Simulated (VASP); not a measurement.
A run of VASP 6.6.1:

The input POSCAR:

```
Al
1.0
   -1.6121581793      1.6121581793      1.6121581793
    1.6121581793     -1.6121581793      1.6121581793
    1.6121581793      1.6121581793     -1.6121581793
Al
1
Direct
    0.0000000000      0.0000000000      0.0000000000
```

File INCAR.step1:

```
ALGO = Normal ; EDIFF = 1E-5
ENCUT = 520 ; GGA = PE
ISIF = 2 ; ISMEAR = -1
LASPH = True ; LCHARG = False
LREAL = False ; LWAVE = True
NBANDS = 8 ; NELM = 100
PREC = Accurate ; SIGMA = 0.05
```

INCAR.step2

```
ALGO = Normal ; EDIFF = 1E-6
ENCUT = 520 ; GGA = PE
HFSCREEN = 0.2079 ; ISIF = 2
ISMEAR = -1 ; ISTART = 1
LASPH = True ; LCHARG = False
LHFCALC = True ; LREAL = False
LWAVE = False ; NBANDS = 8
NELM = 100 ; PREC = Accurate
PRECFOCK = Normal ; SIGMA = 0.05
```

Contents of KPOINTS:

```
k-points
0
Gamma
  8 8 8
```

Potentials or basis: VASP PAW PBE potentials, release 64 (Al).

The run is started by

```console
$ cat potpaw_PBE.64/Al/POTCAR > POTCAR
$ cp INCAR.step1 INCAR
$ mpirun -np 1 vasp_std > vasp.out
$ cp INCAR.step2 INCAR
$ mpirun -np 1 vasp_std > vasp.out
```

Hardware: 1 thread of Intel Xeon 8259CL (shared host).

Problem. How long does it take, and how much memory?

Solution. Run time: 4.8 min on 1 thread of Intel Xeon 8259CL, with other jobs on the host, peak memory 0.24 GiB. Counts: k points 29.
